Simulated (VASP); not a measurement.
# SbPb8O15 (a cell with a defect) in VASP: electric field gradients with PBE

Aim: the electric field gradients of SbPb8O15 (a cell with a defect) with PBE.

All numbers are computed with VASP 6.6.1; they aren't measurements. Logs are shortened: lines on timing, memory, paths and dates and some standing lists are left out, and cuts for length are marked.

## 1. The cell of the first run

The cell holds a defect, 24 atoms: a = 8.101 Å, b = 7.395 Å, c = 7.739 Å, α = 64.68°, β = 55.61°, γ = 59.71°.

## 2. Electric field gradients, PBE

INCAR reads:

```
PREC = Accurate
ENCUT = 520
EDIFF = 1E-8
ISMEAR = -1
SIGMA = 0.01
LREAL = Auto
LASPH = T
NELM = 100
ALGO = Normal
ISIF = 2
LWAVE = F
LCHARG = F
GGA = PE
LEFG = T
NELECT = 208.0
NBANDS = 122
```

KPOINTS reads:

```
regular mesh
0
Gamma
  3 3 3
```

POSCAR reads:

```
SbPb8O15
1.0
    0.0000000000      5.9510000000      5.4970000000
    4.9470000000      0.0000000000      5.4970000000
    4.9470000000      5.9510000000      0.0000000000
Pb Sb O
8 1 15
Direct
    0.2140000000      0.0360000000      0.9640000000
    0.7140000000      0.5360000000      0.4640000000
    0.2860000000      0.4640000000      0.0360000000
    0.7860000000      0.9640000000      0.5360000000
    0.7860000000      0.9640000000      0.0360000000
    0.2860000000      0.4640000000      0.5360000000
    0.2140000000      0.0360000000      0.4640000000
    0.7140000000      0.5360000000      0.9640000000
    0.2795000000      0.1455000000      0.1305000000
    0.7795000000      0.6455000000      0.6305000000
    0.3955000000      0.5295000000      0.6945000000
    0.8955000000      0.0295000000      0.1945000000
    0.9445000000      0.6305000000      0.1455000000
    0.4445000000      0.1305000000      0.6455000000
    0.8805000000      0.1945000000      0.5295000000
    0.3805000000      0.6945000000      0.0295000000
    0.2205000000      0.3545000000      0.3695000000
    0.7205000000      0.8545000000      0.8695000000
    0.1045000000      0.9705000000      0.8055000000
    0.6045000000      0.4705000000      0.3055000000
    0.5555000000      0.8695000000      0.3545000000
    0.0555000000      0.3695000000      0.8545000000
    0.6195000000      0.3055000000      0.9705000000
    0.1195000000      0.8055000000      0.4705000000
```

Potentials or basis: VASP PAW PBE potentials, release 64 (Pb_d, Sb, O).

On the command line:

```console
cat potpaw_PBE.64/Pb_d/POTCAR potpaw_PBE.64/Sb/POTCAR potpaw_PBE.64/O/POTCAR > POTCAR
mpirun -np 1 vasp_std > vasp.out
```

OUTCAR:

```text
PREC = Accurate
   ENCUT = 520
   EDIFF = 1E-8
   ISMEAR = -1
   LREAL = Auto
   LASPH = T
   NELM = 100
   ISIF = 2
   GGA = PE
   NELECT = 208.0

 ion  position               nearest neighbor table
   1  0.214  0.036  0.964-  14 2.17  12 2.17   9 2.17  16 2.17  19 2.17  22 2.17   5 3.47   6 3.47
                             3 3.80   4 3.80   4 3.80   3 3.80   7 3.87   7 3.87   8 3.87   8 3.87
   2  0.714  0.536  0.464-  13 2.17  11 2.17  10 2.17  15 2.17  20 2.17  21 2.17   5 3.47   6 3.47
                             4 3.80   3 3.80   3 3.80   4 3.80   8 3.87   8 3.87   7 3.87   7 3.87
   3  0.286  0.464  0.036-  16 2.17   9 2.17  13 2.17  11 2.17  23 2.17  17 2.17   7 3.47   8 3.47
                             1 3.80   1 3.80   2 3.80   2 3.80   6 3.87   5 3.87   6 3.87   5 3.87
   4  0.786  0.964  0.536-  15 2.17  10 2.17  14 2.17  12 2.17  24 2.17  18 2.17   7 3.47   8 3.47
                             2 3.80   2 3.80   1 3.80   1 3.80   5 3.87   6 3.87   5 3.87   6 3.87
   5  0.786  0.964  0.036-  21 2.17  19 2.17  18 2.17  23 2.17  12 2.17  13 2.17   9 3.33   2 3.47
                             1 3.47   8 3.80   7 3.80   7 3.80   8 3.80   3 3.87   3 3.87   4 3.87
   6  0.286  0.464  0.536-  22 2.17  20 2.17  17 2.17  24 2.17  11 2.17  14 2.17   1 3.47   2 3.47
                             7 3.80   7 3.80   8 3.80   8 3.80   3 3.87   4 3.87   4 3.87   3 3.87
   7  0.214  0.036  0.464-  24 2.17  17 2.17  21 2.17  19 2.17  15 2.17   9 2.17   3 3.47   4 3.47
                             5 3.80   5 3.80   6 3.80   6 3.80   1 3.87   2 3.87   1 3.87   2 3.87
   8  0.714  0.536  0.964-  23 2.17  18 2.17  22 2.17  20 2.17  16 2.17  10 2.17   3 3.47   4 3.47
                             6 3.80   6 3.80   5 3.80   5 3.80   2 3.87   1 3.87   2 3.87   1 3.87
   9  0.279  0.145  0.130-   3 2.17   1 2.17   7 2.17  17 2.60   5 3.33   4 3.91   2 3.96
  10  0.779  0.645  0.630-   4 2.17   2 2.17   8 2.17
  11  0.395  0.529  0.694-   2 2.17   3 2.17   6 2.17
  12  0.895  0.029  0.194-   1 2.17   4 2.17   5 2.17
  13  0.944  0.630  0.145-   2 2.17   3 2.17   5 2.17
  14  0.444  0.130  0.645-   1 2.17   4 2.17   6 2.17
  15  0.880  0.194  0.529-   4 2.17   2 2.17   7 2.17
  16  0.380  0.694  0.029-   3 2.17   1 2.17   8 2.17
  17  0.221  0.355  0.370-   7 2.17   6 2.17   3 2.17   9 2.60
  18  0.721  0.855  0.870-   8 2.17   5 2.17   4 2.17
  19  0.105  0.971  0.806-   5 2.17   7 2.17   1 2.17
  20  0.605  0.471  0.306-   6 2.17   8 2.17   2 2.17
  21  0.556  0.870  0.355-   5 2.17   7 2.17   2 2.17
  22  0.056  0.370  0.855-   6 2.17   8 2.17   1 2.17
  23  0.620  0.306  0.971-   8 2.17   5 2.17   3 2.17
  24  0.120  0.806  0.471-   7 2.17   6 2.17   4 2.17

  LATTYP: Found a face centered orthorhombic cell.
 ALAT       =     9.8940000000
 B/A-ratio  =     1.1111784920
 C/A-ratio  =     1.2029512836

  Lattice vectors:

 A1 = (   0.0000000000,   5.9510000000,  -5.4970000000)
 A2 = (   4.9470000000,   5.9510000000,   0.0000000000)
 A3 = (   4.9470000000,   0.0000000000,  -5.4970000000)

Analysis of symmetry for initial positions (statically):
=====================================================================
 Subroutine PRICEL returns:
 Original cell was already a primitive cell.

 Routine SETGRP: Setting up the symmetry group for a
 face centered orthorhombic supercell.

 Subroutine GETGRP returns: Found  1 space group operations
 (whereof  1 operations were pure point group operations)
 out of a pool of  8 trial point group operations.

The static configuration has the point symmetry C_1 .

Analysis of symmetry for dynamics (positions and initial velocities):
=====================================================================
 Subroutine PRICEL returns:
 Original cell was already a primitive cell.

 Routine SETGRP: Setting up the symmetry group for a
 face centered orthorhombic supercell.

 Subroutine GETGRP returns: Found  1 space group operations
 (whereof  1 operations were pure point group operations)
 out of a pool of  8 trial point group operations.

The dynamic configuration has the point symmetry C_1 .

 Subroutine INISYM returns: Found  1 space group operations
 (whereof  1 operations are pure point group operations),
 and found     1 'primitive' translations

----------------------------------------------------------------------------------------

                                     Primitive cell
[... 137 lines left out ...]
   EMIN   =  10.00;   EMAX   =-10.00  energy-range for DOS
   EFERMI =   0.00;   METHOD = LEGACY
   ISMEAR =    -1;   SIGMA  =   0.01  broadening in eV -4-tet -1-fermi 0-gaus
   EFERMI_NEDOS =   21; number of points for ismear=-14 and -15
   IALGO  =     38    algorithm
   IMIX   =      4    mixing-type and parameters
     AMIX     =   0.40;   BMIX     =  1.00
     AMIX_MAG =   1.60;   BMIX_MAG =  1.00
  volume/ion in A,a.u.               =      13.49        91.01
  Fermi-wavevector in a.u.,A,eV,Ry     =   1.412755  2.669719 27.155537  1.995876
  Thomas-Fermi vector in A             =   2.534471
   LORBIT       =      0    0 simple, 1 ext, 2 COOP (PROOUT), +10 PAW based schemes
   GGA     = PE    functional components
   LHFCALC =     F    Hartree Fock is set to
   AEXX    =    0.0000 exact exchange contribution
   IVDW    =     0    specifies the selected vdW correction
   LEPSILON=     F    determine dielectric tensor
   LRPA    =     F    only Hartree local field effects (RPA)
 non-spin polarized calculation
  energy-cutoff  :      520.00
  volume of cell :      323.66
 maximum number of plane-waves:      8740
   NGX = 31   NGY = 27   NGZ = 29

 number of electron     208.0000006 magnetization

 Free energy of the ion-electron system (eV)
  ---------------------------------------------------
  ext. energy  EPLUGINS =         0.00000000
  ---------------------------------------------------
  free energy    TOTEN  =      -102.81874697 eV

  energy without entropy =     -102.81673873  energy(sigma->0) =     -102.81774285

 E-fermi :   7.2005     XC(G=0): -11.1648

 val. band max:        7.1922015297   @ k =   0.3333  -0.3333   0.3333
 cond. band min:       7.3924127779   @ k =  -0.3333  -0.3333  -0.3333
 fundamental gap:      0.2002112481
 Fermi energy:         7.2005386346

 k-point     1 :       0.0000    0.0000    0.0000
  band No.  band energies     occupation
      1     -12.7179      2.00000
      2     -12.5451      2.00000
      3     -12.4231      2.00000
      4     -12.4019      2.00000
      5     -12.3627      2.00000
      6     -12.3222      2.00000
[... 1655 lines left out ...]
    115      12.8944      0.00000
    116      13.2389      0.00000
 [bands above 116 left out]

------------------------ aborting loop because EDIFF is reached ----------------------------------------

  FORCE on cell =-STRESS in cart. coord.  units (eV):
  Direction    XX          YY          ZZ          XY          YZ          ZX
  --------------------------------------------------------------------------------------
  -------------------------------------------------------------------------------------
  Total       78.3309646     78.5681203     83.5926658     17.6147724     -7.4647886     13.7971173
  in kB      387.7541583    388.9281270    413.8006459     87.1966954    -36.9522173     68.2985281
  external PRESSURE =     396.8276437 kB  Pullay stress =       0.0000000 kB

 VOLUME and BASIS-vectors are now :
 -----------------------------------------------------------------------------
  energy-cutoff  :      520.00
  volume of cell :      323.66
      direct lattice vectors                 reciprocal lattice vectors
     0.000000000  5.951000000  5.497000000    -0.101071356  0.084019493  0.090958705
     4.947000000  0.000000000  5.497000000     0.101071356 -0.084019493  0.090958705
     4.947000000  5.951000000  0.000000000     0.101071356  0.084019493 -0.090958705

 POSITION                                       TOTAL-FORCE (eV/Angst)
 -----------------------------------------------------------------------------------
      4.94700      7.01028      1.37425        -9.110102     -8.296308     -6.843212
      4.94700      7.01028      6.87125         0.379837      0.638504      0.039599
      2.47350      1.91622      4.12275         7.403778     -4.736948     12.441208
      7.42050      7.86722      9.61975        -0.232931     -1.215552     -0.215746
      4.94700      4.89172      9.61975         0.239595     -0.325441     -0.017982
      4.94700      4.89172      4.12275        -0.011813     -1.074456     -0.004860
[... 16 lines left out ...]
      6.31237      9.46209      5.08473        -1.037446      1.268637      0.812584
      6.31237      3.51109      5.08473        -1.057002      0.457128     -0.900331
 -----------------------------------------------------------------------------------
    total drift:                                0.001012      0.005771     -0.000449

  FREE ENERGIE OF THE ION-ELECTRON SYSTEM (eV)
  ---------------------------------------------------
  free  energy   TOTEN  =      -102.8187469730 eV

  energy  without entropy=     -102.8167387269  energy(sigma->0) =     -102.81774285

 Electric field gradients (V/A^2)
---------------------------------------------------------------------
 ion       V_xx      V_yy      V_zz      V_xy      V_xz      V_yz
---------------------------------------------------------------------
   1     -28.338  -115.718   144.057  -377.321  -228.045  -269.192
   2      28.382    21.988   -50.370     5.826   -40.415     5.399
   3      30.871   335.229  -366.100    74.295  -388.293    66.282
   4      23.975    12.461   -36.436     4.952    44.425    -4.403
   5      30.633    -0.619   -30.014    13.154   -50.298     2.480
   6      27.984     2.601   -30.585    -4.846   -48.521    -9.168
[... 16 lines left out ...]
  23     -14.048     2.129    11.920   -65.083    69.821    21.345
  24     -10.453    14.530    -4.076   -64.606    50.761    21.363
---------------------------------------------------------------------

 Electric field gradients after diagonalization (V/A^2)
 (convention: |V_zz| > |V_xx| > |V_yy|)
----------------------------------------------------------------------
 ion       V_xx      V_yy      V_zz     asymmetry (V_yy - V_xx)/ V_zz
----------------------------------------------------------------------
   1     315.790   299.840  -615.629       0.026
   2      45.888    22.115   -68.003       0.350
   3     354.354   258.931  -613.285       0.156
   4      47.645    12.836   -60.481       0.576
   5     -59.701    -1.064    60.764       0.965
   6      55.374     4.324   -59.699       0.855
[... 16 lines left out ...]
  23      81.843    27.742  -109.585       0.494
  24      72.319    22.601   -94.921       0.524
----------------------------------------------------------------------

           NMR quadrupolar parameters

 Cq : quadrupolar parameter    Cq=e*Q*V_zz/h
 eta: asymmetry parameters     (V_yy - V_xx)/ V_zz
 Q  : nuclear electric quadrupole moment in mb (millibarn)
----------------------------------------------------------------------
 ion       Cq(MHz)       eta       Q (mb)
----------------------------------------------------------------------
   1      -1.489       0.026       1.000
   2      -0.164       0.350       1.000
   3      -1.483       0.156       1.000
   4      -0.146       0.576       1.000
   5       0.147       0.965       1.000
   6      -0.144       0.855       1.000
[... 16 lines left out ...]
  23      -0.265       0.494       1.000
  24      -0.230       0.524       1.000
----------------------------------------------------------------------
```

Wall time 46 min (1 thread of AMD EPYC 7R43 (Zen 3), shared host); peak memory 0.63 GiB.

What came out:

```
Free energy   : -102.8187 eV
Largest force : 16.241 eV/Å
```

Forces in eV/Å, atoms in the order of the input:
```
Pb  -9.110 -8.296 -6.843
Pb   0.380  0.639  0.040
Pb   7.404 -4.737 12.441
Pb  -0.233 -1.216 -0.216
Pb   0.240 -0.325 -0.018
Pb  -0.012 -1.074 -0.005
Pb   7.702 12.635 -6.694
Pb  -0.329  0.987 -0.169
Sb  -6.986  1.495  0.796
O   -0.803 -0.500 -0.036
O    0.498  0.025  0.548
O    0.892  0.096 -0.657
O   -0.243 -0.153  0.170
O   -1.242  0.316  0.456
O    1.362 -1.098 -0.405
O    0.004 -0.620 -0.847
O    2.342  1.361  0.691
O    0.739  0.534  0.001
O   -1.124 -0.480  0.635
O   -0.944 -0.588  0.146
O    0.499  0.534 -0.128
O    1.058 -1.262  0.180
O   -1.037  1.269  0.813
O   -1.057  0.457 -0.900
```

Electric field gradients, principal values (V/Å²):
```csv
atom,least,middle,greatest (by size)
1 Pb,299.840,315.790,-615.629
2 Pb,22.115,45.888,-68.003
3 Pb,258.931,354.354,-613.285
4 Pb,12.836,47.645,-60.481
5 Pb,-1.064,-59.701,60.764
6 Pb,4.324,55.374,-59.699
7 Pb,229.495,326.159,-555.655
8 Pb,21.428,38.848,-60.276
9 Sb,-33.095,-52.017,85.112
10 O,39.651,76.367,-116.018
11 O,50.637,57.633,-108.270
12 O,18.548,87.818,-106.366
13 O,44.930,60.685,-105.615
14 O,28.147,81.008,-109.154
15 O,28.900,74.595,-103.495
16 O,42.082,67.316,-109.398
17 O,17.524,82.899,-100.423
18 O,32.638,68.898,-101.535
19 O,36.588,86.546,-123.135
20 O,37.972,77.365,-115.336
21 O,42.853,63.648,-106.502
22 O,20.470,80.657,-101.127
23 O,27.742,81.843,-109.585
24 O,22.601,72.319,-94.921
```

Caveat: the cell carries a net charge on a neutralising background, which shifts energy and pressure; the cell is charged against a uniform background, so pressure and absolute levels hang on convention; without QUAD_EFG the Cq values of the log hold for a quadrupole moment of 1 mb, not for the nuclei; spin-orbit coupling is left out, which moves the levels of the heavy elements.
